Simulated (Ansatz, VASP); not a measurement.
# Two plane-wave programs on NaH

```
CELL_PARAMETERS angstrom
0.00000 2.39751 2.39751
2.39751 0.00000 2.39751
2.39751 2.39751 0.00000
ATOMIC_POSITIONS crystal
Na 0.00000 0.00000 0.00000
H 0.50000 0.50000 0.50000
```

Alike in both runs: task single point; functional r2SCAN; k mesh 6 × 6 × 6; no spin polarisation.

```csv
,VASP,Ansatz
version,VASP 6.6.1,Ansatz 0.2.0
potentials or method,"VASP PAW PBE potentials, release 64 (Na_pv, H)","plane waves, PAW"
plane-wave cutoff (eV),520,500
occupations,"gaussian, width 0.01 eV",fixed
valence electrons in the cell,8,10
```

Ansatz gave:

| Item | Value |
| --- | --- |
| gap on the k mesh at the Fermi level (eV) | 4.44 |
| pressure (GPa) | 0.0 |

**Question.** Estimate VASP's values.

**Answer.** gap on the k mesh at the Fermi level (eV): 4.46; pressure (GPa): -0.3.

VASP's potentials were made for PBE, not for r2SCAN. VASP's potentials hold 8 valence electrons a cell and Ansatz's 10, so a difference there can come from the potentials and not from the codes.
